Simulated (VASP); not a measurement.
Set up this calculation in VASP 6.6.1, as the native input.

```
Task                   : single point
Functional             : PBE
Potentials or basis    : VASP PAW PBE potentials, release 64 (Pb_d, O)
Cutoff                 : 520 eV
k mesh                 : 4 × 4 × 4
Occupations            : gaussian, width 0.1 eV
Spin                   : no spin polarisation
Dipole correction      : no
Further INCAR settings : ALGO = Normal; EDIFF = 1e-06; NBANDS = 35
```

The structure of PbO2 lies in POSCAR:

```
PbO2
1.0
    2.7369261500     -2.8229756900      0.0000000000
    2.7369261500      2.8229756900      0.0000000000
    0.0000000000      0.0000000000      5.1617889000
Pb O
2 4
Direct
    0.6560795200      0.3439204800      0.7856407100
    0.3439204800      0.6560795200      0.2856407100
    0.3572904200      0.1559924700      0.1071215300
    0.6427095800      0.8440075300      0.6071215300
    0.1559924700      0.3572904200      0.6071215300
    0.8440075300      0.6427095800      0.1071215300
```

One way to write it, as run:

INCAR

```
PREC = Accurate
ENCUT = 520
EDIFF = 1E-6
ISMEAR = 0
SIGMA = 0.1
LREAL = False
LASPH = True
NELM = 60
ALGO = Normal
ISIF = 2
LWAVE = False
LCHARG = True
GGA = PE
LELF = True
LVHAR = True
NBANDS = 35
```

KPOINTS

```
regular mesh
0
Gamma
  4 4 4
```

Potentials or basis: VASP PAW PBE potentials, release 64 (Pb_d, O).

Command:

```console
$ cat potpaw_PBE.64/Pb_d/POTCAR potpaw_PBE.64/O/POTCAR > POTCAR
$ mpirun -np 1 vasp_std > vasp.out
```

It gave:

```json
{
  "Pressure": "14.5 GPa",
  "Largest force": "1.762 eV/Å",
  "Band gap on the k mesh": "zero (band 26 reaches 5.40 eV, above the bottom of band 27 at 5.00 eV)"
}
```

Caveat: the k points lie up to 0.40 Å⁻¹ apart; spin-orbit coupling is left out, which moves the levels of the heavy elements; forces of over 1 eV/Å act on the atoms, so gaps and moduli don't describe the material at rest.

It took 45 s on 1 thread of Intel(R) Xeon(R) Platinum 8488C (Sapphire Rapids) (shared host), peak memory 0.2 GiB.
